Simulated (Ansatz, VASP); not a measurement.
## Two plane-wave programs on NaTa3O3

```xyz
7
Lattice="2.9263 0.0000 0.0000 -1.4632 2.5343 0.0000 0.0000 0.0000 11.8479" Properties=species:S:1:pos:R:3 pbc="T T T"
Na    0.0000    0.0000   11.7887
Ta    1.4632    0.8448    5.4408
Ta    0.0000    0.0000    8.7065
Ta    0.0000    0.0000    2.9236
O     0.0000    1.6895    7.3580
O     0.0000    1.6895   10.0303
O     1.4632    0.8448    1.5464
```

Alike in both runs: task single point; functional PBE; k mesh 12 × 12 × 2; occupations gaussian, width 0.2 eV; no spin polarisation.

```csv
,VASP,Ansatz
version,VASP 6.6.1,Ansatz 0.2.0
potentials or method,"VASP PAW PBE potentials, release 64 (Na_pv, Ta_pv, O), cutoff 520 eV","scalar-relativistic, plane waves, PAW"
valence electrons in the cell,58,66
```

Ansatz gave:

| Property | Result |
| --- | --- |
| gap on the k mesh at the Fermi level (eV) | none |
| pressure (GPa) | 0.1 |
| traceless stress, the component that is largest in VASP (GPa) | 0.05 |
| rms of the force components (eV/Å) | 0.016 |

Q: Which values does VASP return?

A: gap on the k mesh at the Fermi level (eV): none; pressure (GPa): 0.5; traceless stress, the component that is largest in VASP (GPa): 0.07; rms of the force components (eV/Å): 0.034.

Atom by atom the forces differ by 0.022 eV/Å (rms over components). A gap of «none» marks a metal or a gap that the smearing closes. With one functional, cell and mesh, what is left measures potentials, basis and numerics. VASP's potentials hold 58 valence electrons a cell and Ansatz's 66, so a difference there can come from the potentials and not from the codes.

Spin-orbit coupling is off throughout.
